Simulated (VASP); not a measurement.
Here is a VASP 6.6.1 calculation.

The input INCAR:

```
PREC = Accurate
ENCUT = 520
EDIFF = 1E-6
ISMEAR = 0
SIGMA = 0.1
LREAL = Auto
LASPH = True
NELM = 60
ALGO = Normal
ISIF = 2
LWAVE = False
LCHARG = True
LDIPOL = True
IDIPOL = 3
DIPOL = 0.5 0.5 0.319
GGA = CA
LELF = True
LVHAR = True
LVACPOTAV = True
NBANDS = 58
```

The input KPOINTS:

```
regular mesh
0
Gamma
  6 4 1
```

POSCAR

```
SiC20
1.0
    4.8886397374      0.0000000000      0.0000000000
    0.0000000000      6.7320639185      0.0000000000
    0.0000000000      0.0000000000     19.8779297502
C Si
20 1
Direct
    0.1873445658      0.7499862731      0.2012281988
    0.6873445658      0.7499862731      0.2012281988
    0.3122616418      0.2500137269      0.2189744258
    0.8122616418      0.2500137269      0.2189744258
    0.0622461176      0.2500137269      0.2544882356
    0.5622461176      0.2500137269      0.2544882356
    0.1871631936      0.7499862731      0.2722344626
    0.6871631936      0.7499862731      0.2722344626
    0.4371476695      0.7499862731      0.3077482725
    0.9371476696      0.7499862731      0.3077482725
    0.0327331600      0.2593588811      0.3267972099
    0.5327331600      0.2593588811      0.3267972099
    0.2778387656      0.2880713332      0.3614247234
    0.7778387656      0.2880713332      0.3614247234
    0.4611295625      0.6809589459      0.3746072660
    0.9611295625      0.6809589459      0.3746072660
    0.2151187046      0.6005973959      0.3990088605
    0.7151187046      0.6005973959      0.3990088605
    0.2458331930      0.4038298762      0.4214689284
    0.7458331930      0.4038298762      0.4214689284
    0.6208331930      0.9038298762      0.4296691047
```

Potentials or basis: VASP PAW LDA potentials, release 64 (C, Si).

Launch:

```console
$ cat potpaw_LDA.64/C/POTCAR potpaw_LDA.64/Si/POTCAR > POTCAR
$ mpirun -np 1 vasp_std > vasp.out
```

Question: What does it give for the band gap on the k mesh?

Answer: Zero (bands 42 and 43 overlap by 0.28 eV).

Question: Predict the largest force.

Answer: 2.649 eV/Å.

Forces in eV/Å, atoms in the order of the input:
```
C    0.180 -0.204  1.138
C    0.080  0.001  1.562
C   -0.261 -0.054  2.150
C   -0.178  0.017  2.140
C   -1.063 -0.400 -2.216
C   -0.956 -0.290 -2.372
C    0.147  1.358 -1.787
C    0.138  0.976 -2.458
C    0.842 -0.648 -0.623
C    1.216 -0.495  0.352
C    0.003  0.050  0.195
C   -0.395  0.121  0.204
C    0.197 -0.601 -0.312
C    0.419 -0.508  0.037
C   -0.211  0.621 -0.487
C    0.171  0.474 -0.387
C   -0.560 -0.262  1.167
C   -0.021  0.431  1.995
C    0.002  0.515 -0.132
C    0.017 -0.730 -0.163
Si   0.232 -0.371 -0.001
```
